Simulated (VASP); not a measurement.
**Sn4P: single point with PBE**

Crystal: Sn4P.

```
CELL_PARAMETERS angstrom
-4.10505 4.10505 1.87222
4.10505 -4.10505 1.87222
4.10505 4.10505 -1.87222
ATOMIC_POSITIONS crystal
Sn 0.56780 0.23296 0.80076
Sn 0.76704 0.56780 0.33483
Sn 0.43220 0.76704 0.19924
Sn 0.23296 0.43220 0.66517
P 0.00000 0.00000 0.00000
```

```
Program             : VASP 6.6.1
Task                : single point
Functional          : PBE
Potentials or basis : VASP PAW PBE potentials, release 64 (Sn_d, P)
Cutoff              : 520 eV
k mesh              : 4 × 4 × 4
Occupations         : gaussian, width 0.1 eV
Spin                : no spin polarisation
```

```json
{
  "Pressure": "0.2 GPa"
}
```

Stress tensor (GPa, compression positive):
```
 0.29  0.00  0.00
 0.00  0.29  0.00
 0.00  0.00 -0.10
```

Levels at points of the mesh, in eV from the Fermi level:
```csv
k point,band 27,band 28,band 29,band 30,band 31,band 32,band 33,band 34
"(0.00, 0.00, 0.00)",-2.54,-2.54,-1.66,-1.55,1.77,1.94,1.94,2.04
"(0.50, 0.00, 0.00)",-3.79,-2.54,-2.29,-1.47,-1.25,-0.11,1.00,1.38
"(0.50, 0.50, 0.00)",-1.77,-1.75,-1.67,0.76,1.01,1.13,3.02,3.10
"(0.50, 0.50, 0.50)",-1.66,-1.66,0.20,0.78,0.78,0.82,2.36,2.53
```

Run time: 61 s on 1 thread of Intel(R) Xeon(R) 6975P-C (Granite Rapids), with other jobs on the host, peak memory 0.33 GiB.

Caveat: the k points lie up to 0.46 Å⁻¹ apart; spin-orbit coupling is left out, which moves the levels of the heavy elements.
